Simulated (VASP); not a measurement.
A run of VASP 6.6.1 is set up as follows.

Contents of INCAR:

```
SYSTEM = Zr5TiN6
PREC = Accurate
ENCUT = 520
EDIFF = 1E-7
ISMEAR = 0
SIGMA = 0.1
LREAL = .FALSE.
LASPH = .TRUE.
NELM = 150
ALGO = Normal
ISIF = 2
LWAVE = .FALSE.
LCHARG = .TRUE.
ISPIN = 2
MAGMOM = 0 0 0 0 0 1 0 0 0 0 0 0
LORBIT = 11
LMAXMIX = 4
GGA = PE
LELF = .TRUE.
LVHAR = .TRUE.
NBANDS = 67
```

KPOINTS

```
regular mesh
0
G
  6 6 1
  0 0 0
```

File POSCAR:

```
Zr5TiN6
1.0
    3.1550749000      0.0000000000      0.0000000000
   -1.5775374000      2.7323750000      0.0000000000
    0.0000000000      0.0000000000     16.3178793000
Zr Ti N
5 1 6
Direct
    0.3333333000      0.6666667000      0.6610310000
    0.3333333000      0.6666667000      0.0000000000
    0.3333333000      0.6666667000      0.3389690000
    0.6666667000      0.3333333000      0.8305440000
    0.6666667000      0.3333333000      0.1694560000
    0.6666667000      0.3333333000      0.5000000000
    0.0000000000      0.0000000000      0.5772090000
    0.0000000000      0.0000000000      0.9154420000
    0.0000000000      0.0000000000      0.2538810000
    0.0000000000      0.0000000000      0.7461190000
    0.0000000000      0.0000000000      0.0845580000
    0.0000000000      0.0000000000      0.4227910000
```

Potentials or basis: VASP PAW PBE potentials, release 64 (Zr_sv, Ti_sv, N).

The run is started by

```sh
$ cat potpaw_PBE.64/Zr_sv/POTCAR potpaw_PBE.64/Ti_sv/POTCAR potpaw_PBE.64/N/POTCAR > POTCAR
$ mpirun -np 1 vasp_std > vasp.out
```

Question: What does it give for the net moment?

Answer: 0.00 μB per cell.

Question: What does it give for the band gap on the k mesh?

Answer: Zero (filled and empty bands overlap).

Question: Predict the largest force.

Answer: 0.100 eV/Å.

Question: What does it give for the pressure?

Answer: 0.2 GPa.

Stress tensor (GPa, compression positive):
```
-0.55  0.00  0.00
 0.00 -0.55  0.00
 0.00  0.00  1.56
```

Caveat: the k points lie up to 0.39 Å⁻¹ apart.
